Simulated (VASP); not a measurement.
# ZnS (Fm-3m) in VASP: further runs, part 3 of 3

VASP 6.6.1. The steps go on from the part before.

## Step 4: Single point, LDA (15.22 Å³/atom)

This run uses another cell than the first one, of 15.22 Å³/atom.

Input file INCAR:

```
SYSTEM = ZnS
  ALGO = Normal
  EDIFF = 1E-6
  ENCUT = 500
  GGA_COMPAT = .False.
  ISIF = 2
  ISMEAR = 0
  LASPH = .True.
  LCHARG = .False.
  LREAL = .False.
  LWAVE = .False.
  NBANDS = 16
  NELM = 120
  PREC = Accurate
  SIGMA = 0.05
```

Input file KPOINTS:

```
k-points
0
Gamma
  14 14 14
  0 0 0
```

Input file POSCAR:

```
ZnS
1.0
    0.0000000000      2.4783528551      2.4783528551
    2.4783528551      0.0000000000      2.4783528551
    2.4783528551      2.4783528551      0.0000000000
Zn S
1 1
Direct
    0.0000000000      0.0000000000      0.0000000000
    0.5000000000      0.5000000000      0.5000000000
```

Potentials or basis: VASP PAW LDA potentials, release 64 (Zn, S).

The run is started by

```
$ cat potpaw_LDA.64/Zn/POTCAR potpaw_LDA.64/S/POTCAR > POTCAR
$ mpirun -np 1 vasp_std > vasp.out
```

OUTCAR:

```text
SYSTEM = ZnS
   EDIFF = 1E-6
   ENCUT = 500
   ISIF = 2
   ISMEAR = 0
   LASPH = .True.
   LREAL = .False.
   NELM = 120
   PREC = Accurate

 ion  position               nearest neighbor table
   1  0.000  0.000  0.000-   2 2.48   2 2.48   2 2.48   2 2.48   2 2.48   2 2.48
   2  0.500  0.500  0.500-   1 2.48   1 2.48   1 2.48   1 2.48   1 2.48   1 2.48

  LATTYP: Found a face centered cubic cell.
 ALAT       =     4.9567057102

  Lattice vectors:

 A1 = (   0.0000000000,   2.4783528551,   2.4783528551)
 A2 = (   2.4783528551,   0.0000000000,   2.4783528551)
 A3 = (   2.4783528551,   2.4783528551,   0.0000000000)

Analysis of symmetry for initial positions (statically):
=====================================================================
 Subroutine PRICEL returns:
 Original cell was already a primitive cell.

 Routine SETGRP: Setting up the symmetry group for a
 face centered cubic supercell.

 Subroutine GETGRP returns: Found 48 space group operations
 (whereof 48 operations were pure point group operations)
 out of a pool of 48 trial point group operations.

The static configuration has the point symmetry O_h .

Analysis of symmetry for dynamics (positions and initial velocities):
=====================================================================
 Subroutine PRICEL returns:
 Original cell was already a primitive cell.

 Routine SETGRP: Setting up the symmetry group for a
 face centered cubic supercell.

 Subroutine GETGRP returns: Found 48 space group operations
 (whereof 48 operations were pure point group operations)
 out of a pool of 48 trial point group operations.

The dynamic configuration has the point symmetry O_h .

 Subroutine INISYM returns: Found 48 space group operations
 (whereof 48 operations are pure point group operations),
 and found     1 'primitive' translations

----------------------------------------------------------------------------------------

                                     Primitive cell

  volume of cell :      30.4452

  direct lattice vectors                    reciprocal lattice vectors
     0.000000000  2.478352855  2.478352855    -0.201746898  0.201746898  0.201746898
     2.478352855  0.000000000  2.478352855     0.201746898 -0.201746898  0.201746898
     2.478352855  2.478352855  0.000000000     0.201746898  0.201746898 -0.201746898

  length of vectors
     3.504920220  3.504920220  3.504920220     0.349435877  0.349435877  0.349435877

  position of ions in fractional coordinates (direct lattice)
     0.000000000  0.000000000  0.000000000
     0.500000000  0.500000000  0.500000000

  ion indices of the primitive-cell ions
   primitive index   ion index
                 1           1
                 2           2

----------------------------------------------------------------------------------------

 KPOINTS: k-points

Automatic generation of k-mesh.
 Grid dimensions read from file:
 generate k-points for:   14   14   14

 Generating k-lattice:

  Cartesian coordinates                     Fractional coordinates (reciprocal lattice)
    -0.014410493  0.014410493  0.014410493     0.071428571  0.000000000  0.000000000
     0.014410493 -0.014410493  0.014410493     0.000000000  0.071428571  0.000000000
     0.014410493  0.014410493 -0.014410493     0.000000000  0.000000000  0.071428571

  Length of vectors
     0.024959706  0.024959706  0.024959706

  Shift w.r.t. Gamma in fractional coordinates (k-lattice)
     0.000000000  0.000000000  0.000000000

 Subroutine IBZKPT returns following result:
 ===========================================

 Found    104 irreducible k-points:

 Following reciprocal coordinates:
            Coordinates               Weight
  0.000000  0.000000  0.000000      1.000000
  0.071429  0.000000  0.000000      8.000000
  0.142857  0.000000  0.000000      8.000000
  0.214286  0.000000  0.000000      8.000000
  0.285714  0.000000  0.000000      8.000000
  0.357143  0.000000  0.000000      8.000000
[... 16 lines left out ...]
  0.214286  0.142857  0.000000     24.000000
  0.285714  0.142857  0.000000     24.000000
 [... further k-points ...]
   k-points           NKPTS =    104   k-points in BZ     NKDIM =    104   number of bands    NBANDS=     16
   number of dos      NEDOS =    301   number of ions     NIONS =      2
   total plane-waves  NPLWV =  21952
   dimension x,y,z NGX =    28 NGY =   28 NGZ =   28
   dimension x,y,z NGXF=    56 NGYF=   56 NGZF=   56
   ions per type =               1   1
   NGX,Y,Z   is equivalent  to a cutoff of  13.28, 13.28, 13.28 a.u.
   NGXF,Y,Z  is equivalent  to a cutoff of  26.56, 26.56, 26.56 a.u.
 SYSTEM =  ZnS
   PREC   = accura    normal or accurate (medium, high low for compatibility)
   ISTART =      0    job   : 0-new  1-cont  2-samecut
   ICHARG =      2    charge: 1-file 2-atom 10-const
   ISPIN  =      1    spin polarized calculation?
   LNONCOLLINEAR =      F non collinear calculations
   LSORBIT =      F    spin-orbit coupling
   LASPH  =      T    aspherical Exc in radial PAW
   ENCUT  =  500.0 eV  36.75 Ry    6.06 a.u.   6.39  6.39  6.39*2*pi/ulx,y,z
   NELM   =    120;   NELMIN=  2; NELMDL= -5     # of ELM steps
   EDIFF  = 0.1E-05   stopping-criterion for ELM
   LREAL  =      F    real-space projection
   EDIFFG = 0.1E-04   stopping-criterion for IOM
   NSW    =      0    number of steps for IOM
   IBRION =     -1    ionic relax: 0-MD 1-quasi-New 2-CG
   NFREE  =      0    steps in history (QN), initial steepest desc. (CG)
   ISIF   =      2    stress and relaxation
   ISYM   =      2    0-nonsym 1-usesym 2-fastsym
   POTIM  = 0.5000    time-step for ionic-motion
   TEBEG  =    0.0;   TEEND  =   0.0 temperature during run
   PSTRESS=    0.0 pullay stress
   NELECT =      18.0000    total number of electrons
   NUPDOWN=      -1.0000    fix difference up-down
   EMIN   =  10.00;   EMAX   =-10.00  energy-range for DOS
   EFERMI =   0.00;   METHOD = LEGACY
   ISMEAR =     0;   SIGMA  =   0.05  broadening in eV -4-tet -1-fermi 0-gaus
   EFERMI_NEDOS =   21; number of points for ismear=-14 and -15
   IALGO  =     38    algorithm
   IMIX   =      4    mixing-type and parameters
     AMIX     =   0.40;   BMIX     =  1.00
     AMIX_MAG =   1.60;   BMIX_MAG =  1.00
  volume/ion in A,a.u.               =      15.22       102.73
  Fermi-wavevector in a.u.,A,eV,Ry     =   1.374018  2.596518 25.686798  1.887926
  Thomas-Fermi vector in A             =   2.499483
   LORBIT       =      0    0 simple, 1 ext, 2 COOP (PROOUT), +10 PAW based schemes
   GGA     = CA    functional components
   LHFCALC =     F    Hartree Fock is set to
   AEXX    =    0.0000 exact exchange contribution
   IVDW    =     0    specifies the selected vdW correction
   LEPSILON=     F    determine dielectric tensor
   LRPA    =     F    only Hartree local field effects (RPA)
 non-spin polarized calculation
 Gauss-broadening in eV      SIGMA  =   0.05
  energy-cutoff  :      500.00
  volume of cell :       30.45
 maximum number of plane-waves:       785
 NGX is ok and might be reduce to    28
   NGX = 13   NGY = 13   NGZ = 13

 number of electron      17.9999991 magnetization

 Free energy of the ion-electron system (eV)
  ---------------------------------------------------
  ext. energy  EPLUGINS =         0.00000000
  ---------------------------------------------------
  free energy    TOTEN  =        -7.65886613 eV

  energy without entropy =       -7.65806688  energy(sigma->0) =       -7.65846651

 E-fermi :   4.6080     XC(G=0): -11.5355

 val. band max:        4.5842903788   @ k =  -0.2857   0.1429   0.0000
 cond. band min:       4.6298800695   @ k =  -0.2143   0.1429   0.0000
 fundamental gap:      0.0455896907
 Fermi energy:         4.6079752353

 k-point     1 :       0.0000    0.0000    0.0000
  band No.  band energies     occupation
      1      -9.8582      2.00000
      2      -2.0400      2.00000
      3      -2.0400      2.00000
      4      -2.0242      2.00000
      5      -2.0242      2.00000
      6      -2.0242      2.00000
[... 8 lines left out ...]
     15      16.4484      0.00000
     16      16.4484      0.00000
[... 419 lines left out ...]
 k-point    24 :       0.2857    0.1429    0.0000
  band No.  band energies     occupation
      1      -8.9430      2.00000
      2      -2.4147      2.00000
      3      -2.1351      2.00000
      4      -2.1263      2.00000
      5      -1.9443      2.00000
      6      -1.8980      2.00000
[... 8 lines left out ...]
     15      17.3527      0.00000
     16      18.0527      0.00000

 [... further k-points ...]

------------------------ aborting loop because EDIFF is reached ----------------------------------------

  FORCE on cell =-STRESS in cart. coord.  units (eV):
  Direction    XX          YY          ZZ          XY          YZ          ZX
  --------------------------------------------------------------------------------------
  -------------------------------------------------------------------------------------
  Total        0.1944886      0.1944886      0.1944886     -0.0000000      0.0000000     -0.0000000
  in kB       10.2349426     10.2349426     10.2349426     -0.0000000      0.0000000     -0.0000000
  external PRESSURE =      10.2349426 kB  Pullay stress =       0.0000000 kB

 VOLUME and BASIS-vectors are now :
 -----------------------------------------------------------------------------
  energy-cutoff  :      500.00
  volume of cell :       30.45
      direct lattice vectors                 reciprocal lattice vectors
     0.000000000  2.478352855  2.478352855    -0.201746898  0.201746898  0.201746898
     2.478352855  0.000000000  2.478352855     0.201746898 -0.201746898  0.201746898
     2.478352855  2.478352855  0.000000000     0.201746898  0.201746898 -0.201746898

 POSITION                                       TOTAL-FORCE (eV/Angst)
 -----------------------------------------------------------------------------------
      0.00000      0.00000      0.00000         0.000000      0.000000     -0.000000
      2.47835      2.47835      2.47835         0.000000     -0.000000      0.000000
 -----------------------------------------------------------------------------------
    total drift:                               -0.000000      0.000000      0.000000

  FREE ENERGIE OF THE ION-ELECTRON SYSTEM (eV)
  ---------------------------------------------------
  free  energy   TOTEN  =        -7.6588661345 eV

  energy  without entropy=       -7.6580668787  energy(sigma->0) =       -7.65846651
```

stdout:

```text
POSCAR found type information on POSCAR ZnS
 POSCAR found :  2 types and       2 ions
 scaLAPACK will be used
 LDA part: xc-table for (Slater(with rela. corr.)+CA(PZ))
 , standard interpolation
 POSCAR, INCAR and KPOINTS ok, starting setup
 FFT: planning ... GRIDC
 FFT: planning ... GRID_SOFT
 FFT: planning ... GRID
 WAVECAR not read
 entering main loop
```

Run time: 66 s. Hardware: 1 thread of Intel Xeon Platinum 8375C at 2.90GHz (Ice Lake), shared host; peak memory 0.17 GiB.

Results:

| Quantity | Value |
| --- | --- |
| Free energy | -7.6589 eV |
| Pressure | 1.0 GPa |
| Band gap on the k mesh | zero (bands 9 and 10 overlap by 0.52 eV) |

Levels at points of the mesh, in eV from the Fermi level:
| k point | band 7 | band 8 | band 9 | band 10 | band 11 | band 12 |
| --- | --- | --- | --- | --- | --- | --- |
| (0.00, 0.00, 0.00) | -0.69 | -0.69 | -0.69 | 2.26 | 8.99 | 8.99 |
| (0.50, 0.00, 0.00) | -5.70 | -0.08 | -0.08 | 3.73 | 5.36 | 5.36 |
| (0.50, 0.50, 0.00) | -5.83 | -2.86 | -2.86 | -0.49 | 5.14 | 12.38 |

Caveat: semilocal functionals underestimate gaps, so a narrow gap can read as zero.

## Step 5: Single point, LDA (15.87 Å³/atom)

This run uses another cell than the first one, of 15.87 Å³/atom.

Input file INCAR:

```
PREC = Accurate
ENCUT = 500
EDIFF = 1E-6
ISMEAR = 0
SIGMA = 0.05
LREAL = False
LASPH = True
NELM = 120
ALGO = Normal
ISIF = 2
LWAVE = False
LCHARG = False
GGA = CA
NBANDS = 16
GGA_COMPAT = False
```

Input file KPOINTS:

```
regular mesh
0
Gamma
  14 14 14
```

Input file POSCAR:

```
ZnS
1.0
    0.0000000000      2.5130196226      2.5130196226
    2.5130196226      0.0000000000      2.5130196226
    2.5130196226      2.5130196226      0.0000000000
Zn S
1 1
Direct
    0.0000000000      0.0000000000      0.0000000000
    0.5000000000      0.5000000000      0.5000000000
```

Potentials or basis: VASP PAW LDA potentials, release 64 (Zn, S).

The run is started by

```
$ cat potpaw_LDA.64/Zn/POTCAR potpaw_LDA.64/S/POTCAR > POTCAR
$ mpirun -np 1 vasp_std > vasp.out
```

OUTCAR:

```text
PREC = Accurate
   ENCUT = 500
   EDIFF = 1E-6
   ISMEAR = 0
   LREAL = False
   LASPH = True
   NELM = 120
   ISIF = 2
   GGA = CA

 ion  position               nearest neighbor table
   1  0.000  0.000  0.000-   2 2.51   2 2.51   2 2.51   2 2.51   2 2.51   2 2.51
   2  0.500  0.500  0.500-   1 2.51   1 2.51   1 2.51   1 2.51   1 2.51   1 2.51

  LATTYP: Found a face centered cubic cell.
 ALAT       =     5.0260392452

  Lattice vectors:

 A1 = (   0.0000000000,   2.5130196226,   2.5130196226)
[... 643 lines left out ...]
------------------------ aborting loop because EDIFF is reached ----------------------------------------

  FORCE on cell =-STRESS in cart. coord.  units (eV):
  Direction    XX          YY          ZZ          XY          YZ          ZX
  --------------------------------------------------------------------------------------
  -------------------------------------------------------------------------------------
  Total       -0.6441081     -0.6441081     -0.6441081     -0.0000000      0.0000000     -0.0000000
  in kB      -32.5125983    -32.5125983    -32.5125983     -0.0000000      0.0000000     -0.0000000
  external PRESSURE =     -32.5125983 kB  Pullay stress =       0.0000000 kB

 VOLUME and BASIS-vectors are now :
 -----------------------------------------------------------------------------
  energy-cutoff  :      500.00
  volume of cell :       31.74
      direct lattice vectors                 reciprocal lattice vectors
     0.000000000  2.513019623  2.513019623    -0.198963826  0.198963826  0.198963826
     2.513019623  0.000000000  2.513019623     0.198963826 -0.198963826  0.198963826
     2.513019623  2.513019623  0.000000000     0.198963826  0.198963826 -0.198963826

 POSITION                                       TOTAL-FORCE (eV/Angst)
 -----------------------------------------------------------------------------------
      0.00000      0.00000      0.00000         0.000000      0.000000      0.000000
      2.51302      2.51302      2.51302        -0.000000     -0.000000     -0.000000
 -----------------------------------------------------------------------------------
    total drift:                               -0.000000      0.000000      0.000000

  FREE ENERGIE OF THE ION-ELECTRON SYSTEM (eV)
  ---------------------------------------------------
  free  energy   TOTEN  =        -7.6495402496 eV

  energy  without entropy=       -7.6487197734  energy(sigma->0) =       -7.64913001
```

Run time: 62 s. Hardware: 1 thread of Intel Xeon Platinum 8375C at 2.90GHz (Ice Lake), shared host; peak memory 0.17 GiB.

What came out:

| Property | Result |
| --- | --- |
| Free energy | -7.6495 eV |
| Pressure | -3.3 GPa |
| Band gap on the k mesh | zero (bands 9 and 10 overlap by 0.51 eV) |

Caveat: the cell stands under tension; semilocal functionals underestimate gaps, so a narrow gap can read as zero.

## Step 6: Summary

| cell | gap on the mesh (eV) | pressure (GPa) |
| --- | --- | --- |
| a = 3.403 Å, angles 60.0°, 2 atoms | none | 13.1 |
| a = 3.454 Å, angles 60.0°, 2 atoms | none | 6.4 |
| a = 3.505 Å, angles 60.0°, 2 atoms | none | 1.0 |
| a = 3.554 Å, angles 60.0°, 2 atoms | none | -3.3 |

Alike in all rows: task single point; level LDA; potentials or basis VASP PAW LDA potentials, release 64 (Zn, S); no spin polarisation; k mesh 14 × 14 × 14; cutoff (eV) 500; smearing gaussian 0.05 eV.

Caveats: semilocal functionals underestimate gaps, so a narrow gap can read as zero; the cell stands under pressure (at least some runs); the cell stands under tension (at least some runs).

Total energies depend on the potentials used, so only differences within one code and one set of settings carry meaning.
